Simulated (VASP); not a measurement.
Wanted: the native input for a VASP 6.6.1 run.

```
Task                   : single point
Functional             : PBEsol
Potentials or basis    : VASP PAW PBE potentials, release 64 (Al)
Cutoff                 : 520 eV
k mesh                 : 18 × 18 × 18
Occupations            : gaussian, width 0.1 eV
Spin                   : no spin polarisation
Dipole correction      : no
Further INCAR settings : ALGO = Normal; EDIFF = 1e-06; NBANDS = 8
```

The structure of Al lies in POSCAR:

```
Al
1.0
   -1.5736453327      1.5736453327      1.5736453327
    1.5736453327     -1.5736453327      1.5736453327
    1.5736453327      1.5736453327     -1.5736453327
Al
1
Direct
    0.0000000000      0.0000000000      0.0000000000
```

This cell differs from its parent crystal: volume scaled by 0.94.

One way to write it, as run:

INCAR

```
PREC = Accurate ; ENCUT = 520
EDIFF = 1E-6 ; ISMEAR = 0
SIGMA = 0.1 ; LREAL = False
LASPH = True ; NELM = 80
ALGO = Normal ; ISIF = 2
LWAVE = False ; LCHARG = True
GGA = PS ; LELF = True
LVHAR = True ; NBANDS = 8
```

KPOINTS

```
regular mesh
0
Gamma
  18 18 18
```

Potentials or basis: VASP PAW PBE potentials, release 64 (Al).

The run is started by

```console
$ cat potpaw_PBE.64/Al/POTCAR > POTCAR
$ mpirun -np 1 vasp_std > vasp.out
```

Results of the run:

The pressure is 5.3 GPa.

Caveat: the PAW data sets were made with another functional, which shifts forces and pressure a little.

It took 7.5 s on 1 thread of Intel Xeon 6975P-C, on a shared host, peak memory 0.13 GiB.
